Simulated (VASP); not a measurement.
A run of VASP 6.6.1 is set up as follows.

File INCAR:

```
SYSTEM = TaN
PREC = Accurate
ENCUT = 520
EDIFF = 1E-6
ISMEAR = 0
SIGMA = 0.05
LREAL = .False.
LASPH = .True.
NELM = 150
ALGO = Normal
ISIF = 2
LWAVE = .False.
LCHARG = .True.
ISPIN = 2
MAGMOM = 2 2 -2 -2 0 0 0 0
LORBIT = 11
LMAXMIX = 4
LDAU = .True.
LDAUTYPE = 2
LDAUL = 2 -1
LDAUU = 2 0
LDAUJ = 0 0
LDAUPRINT = 1
GGA = PE
LELF = .True.
LVHAR = .True.
NBANDS = 46
```

Contents of KPOINTS:

```
regular mesh
0
Gamma
  7 7 4
  0 0 0
```

Contents of POSCAR:

```
TaN
1.0
    3.0500020400      0.0000000000      0.0000000000
   -3.0500020400      5.2827585000      0.0000000000
    0.0000000000      0.0000000000      4.9400015300
Ta N
4 4
Direct
    0.3333333333      0.3333333334      0.0000000000
    0.6666666667      0.1666666666      0.5000000000
    0.3333333333      0.8333333333      0.0000000000
    0.6666666667      0.6666666666      0.5000000000
    0.3333333333      0.3333333334      0.3850000000
    0.6666666667      0.1666666666      0.8850000000
    0.3333333333      0.8333333333      0.3850000000
    0.6666666667      0.6666666666      0.8850000000
```

Potentials or basis: VASP PAW PBE potentials, release 64 (Ta_pv, N).

The run is started by

```bash
$ cat potpaw_PBE.64/Ta_pv/POTCAR potpaw_PBE.64/N/POTCAR > POTCAR
$ mpirun -np 1 vasp_std > vasp.out
```

**Question.** Estimate the band gap on the k mesh.

**Answer.** Zero (filled and empty bands overlap).

**Question.** What does it give for the net moment?

**Answer.** 0.00 μB per cell.

Eigenvalues of the final occupation matrices:
| site | spin | trace | eigenvalues |
| --- | --- | --- | --- |
| site 1 d | 1 | 1.50 | 0.23 0.23 0.34 0.36 0.36 |
| site 1 d | 2 | 1.50 | 0.23 0.23 0.34 0.36 0.36 |
| site 2 d | 1 | 1.50 | 0.23 0.23 0.34 0.36 0.36 |
| site 2 d | 2 | 1.50 | 0.23 0.23 0.34 0.36 0.36 |
| site 3 d | 1 | 1.50 | 0.23 0.23 0.34 0.36 0.36 |
| site 3 d | 2 | 1.50 | 0.23 0.23 0.34 0.36 0.36 |
| site 4 d | 1 | 1.50 | 0.23 0.23 0.34 0.36 0.36 |
| site 4 d | 2 | 1.50 | 0.23 0.23 0.34 0.36 0.36 |

Caveat: spin-orbit coupling is left out, which moves the levels of the heavy elements; forces of over 1 eV/Å act on the atoms, so gaps and moduli don't describe the material at rest. The state reached can hang on the start; a lower one may exist.
